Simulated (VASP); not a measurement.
Write the native input for VASP 6.6.1 that does the following.

* Task: electric field gradients
* Functional: PBE
* Potentials or basis: VASP PAW PBE potentials, release 64 (Ir)
* Cutoff: 520 eV
* k mesh: 15 × 15 × 15
* Occupations: fermi-dirac, width 0.05 eV
* Spin: no spin polarisation
* Dipole correction: no
* Further INCAR settings: ALGO = Normal; EDIFF = 1e-08; NBANDS = 10

The structure of Ir lies in POSCAR:

```
Ir
1.0
    0.0000000000      1.9772910000      1.9197000000
    1.9772910000      0.0000000000      1.9197000000
    1.9772910000      1.9772910000      0.0000000000
Ir
1
Direct
    0.0000000000      0.0000000000      0.0000000000
```

This cell differs from its parent crystal: equal xx and yy strain of +3 %.

One way to write it, as run:

INCAR

```
SYSTEM = Ir
ALGO     = Normal         ! electronic algorithm
EDIFF    = 1E-8           ! SCF threshold, eV
ENCUT    = 520            ! plane-wave cutoff, eV
GGA      = PE             ! functional
ISIF     = 2              ! what is computed and relaxed
ISMEAR   = -1             ! smearing method
LASPH    = .True.         ! aspherical terms in the spheres
LCHARG   = .False.        ! write CHGCAR
LEFG     = .True.       
LREAL    = .False.        ! projectors in reciprocal space
LWAVE    = .False.        ! write WAVECAR
NBANDS   = 10             ! bands
NELM     = 100            ! most SCF steps
PREC     = Accurate       ! precision mode
SIGMA    = 0.05           ! smearing width, eV
```

KPOINTS

```
k-points
0
Gamma
  15 15 15
  0 0 0
```

Potentials or basis: VASP PAW PBE potentials, release 64 (Ir).

Command:

```bash
$ cat potpaw_PBE.64/Ir/POTCAR > POTCAR
$ mpirun -np 1 vasp_std > vasp.out
```

It gave:

```
Pressure : -10.6 GPa
```

Caveat: the cell differs from its parent crystal (equal xx and yy strain of +3 %); without QUAD_EFG the Cq values of the log hold for a quadrupole moment of 1 mb, not for the nuclei.

It took 32 s on 1 thread of AMD EPYC 9R14 (Zen 4) (shared host), peak memory 0.14 GiB.
